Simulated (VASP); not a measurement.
Wanted: the native input for a VASP 6.6.1 run.

```yaml
Task: single point
Functional: LDA
Potentials_or_basis: VASP PAW LDA potentials, release 64 (Rb_sv, Br)
Cutoff: 520 eV
k_mesh: 6 × 6 × 6
Occupations: gaussian, width 0.05 eV
Spin: no spin polarisation
Dipole_correction: no
Further_INCAR_settings: ALGO = Normal; EDIFF = 1e-07; NBANDS = 15
```

The structure of RbBr lies in POSCAR:

```
RbBr
1.0
    0.0000000000      3.4275000000      3.4275000000
    3.6845625000      0.0000000000      3.4275000000
    3.6845625000      3.4275000000      0.0000000000
Rb Br
1 1
Direct
    0.0000000000      0.0000000000      0.0000000000
    0.5000000000      0.5000000000      0.5000000000
```

This cell differs from its parent crystal: strain +0.0750 x Voigt [1, 0, 0, 0, 0, 0].

One way to write it, as run:

INCAR

```
  PREC = Accurate
  ENCUT = 520
  EDIFF = 1E-7
  ISMEAR = 0
  SIGMA = 0.05
  LREAL = F
  LASPH = T
  NELM = 60
  ALGO = Normal
  ISIF = 2
  LWAVE = F
  LCHARG = T
  GGA = CA
  LELF = T
  LVHAR = T
  NBANDS = 15
```

KPOINTS

```
Automatic mesh
0
Gamma
  6 6 6
```

Potentials or basis: VASP PAW LDA potentials, release 64 (Rb_sv, Br).

Launch:

```console
$ cat potpaw_LDA.64/Rb_sv/POTCAR potpaw_LDA.64/Br/POTCAR > POTCAR
$ mpirun -np 1 vasp_std > vasp.out
```

It gave:

| Property | Result |
| --- | --- |
| Pressure | -1.7 GPa |
| Band gap on the k mesh | 3.77 eV |

Caveat: the cell differs from its parent crystal (strain +0.0750 x Voigt [1, 0, 0, 0, 0, 0]).

Run time: 36 s on 1 thread of AMD EPYC 7R13, on a shared host, peak memory 0.17 GiB.
